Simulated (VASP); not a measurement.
GaN, 4 atoms in the cell. It takes space group P6_3mc (No. 186, hexagonal). Conventional cell: a = 3.167 Å, b = 3.167 Å, c = 5.416 Å, α = 90.00°, β = 90.00°, γ = 120.00°. Ga (site symmetry 3m) has 4 N at 1.95 to 2.04 Å within 2.6 Å. N (site symmetry 3m) has 4 Ga at 1.95 to 2.04 Å within 2.6 Å.  This cell differs from its parent crystal: ratio of the length along z to the lengths across it x 1.05, volume and fractional coordinates fixed.

```yaml
Program: VASP 6.6.1
Task: single point
Functional: PBE
Potentials_or_basis: VASP PAW PBE potentials, release 64 (Ga_d, N)
Cutoff: 520 eV
k_mesh: 12 × 12 × 6
Occupations: gaussian, width 0.05 eV
Spin: no spin polarisation
Dipole_correction: no
Further_INCAR_settings: ALGO = Normal; EDIFF = 1e-06; NBANDS = 26
```

Potentials or basis: VASP PAW PBE potentials, release 64 (Ga_d, N).

The run is started by

```bash
$ cat potpaw_PBE.64/Ga_d/POTCAR potpaw_PBE.64/N/POTCAR > POTCAR
$ mpirun -np 1 vasp_std > vasp.out
```

Hardware: 1 thread of AMD EPYC 7R13 (shared host).

Problem. How long does it take, and how much memory?

Solution. Run time: 2.6 min on 1 thread of AMD EPYC 7R13, with other jobs on the host, peak memory 0.18 GiB. Counts: scf iterations 14, k points 76.
